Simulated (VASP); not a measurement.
A run of VASP 6.6.1:

The input INCAR:

```
  ALGO = Normal
  EDIFF = 1E-6
  ENCUT = 500
  GGA = PE
  GGA_COMPAT = F
  ISIF = 2
  ISMEAR = 0
  LASPH = T
  LCHARG = T
  LELF = T
  LREAL = F
  LVHAR = T
  LWAVE = F
  NBANDS = 18
  NELM = 120
  PREC = Accurate
  SIGMA = 0.1
```

File KPOINTS:

```
k-points
0
Gamma
  4 4 2
```

POSCAR

```
Au
1.0
    1.4113099650     -2.5559330250      0.0000000000
    1.4113099650      2.5559330250      0.0000000000
    0.0000000000      0.0000000000      4.8931696100
Au
2
Direct
    0.6653279700      0.3346720300      0.2500000000
    0.3346720300      0.6653279700      0.7500000000
```

Potentials or basis: VASP PAW PBE potentials, release 64 (Au).

Run with:

```bash
$ cat potpaw_PBE.64/Au/POTCAR > POTCAR
$ mpirun -np 1 vasp_std > vasp.out
```

Hardware: 1 thread of Intel Xeon 8259CL (shared host).

Q: Estimate the wall time of this run.

A: Run time: 15 s on 1 thread of Intel Xeon 8259CL, on a shared host, peak memory 0.15 GiB. Counts: scf iterations 11, k points 14.
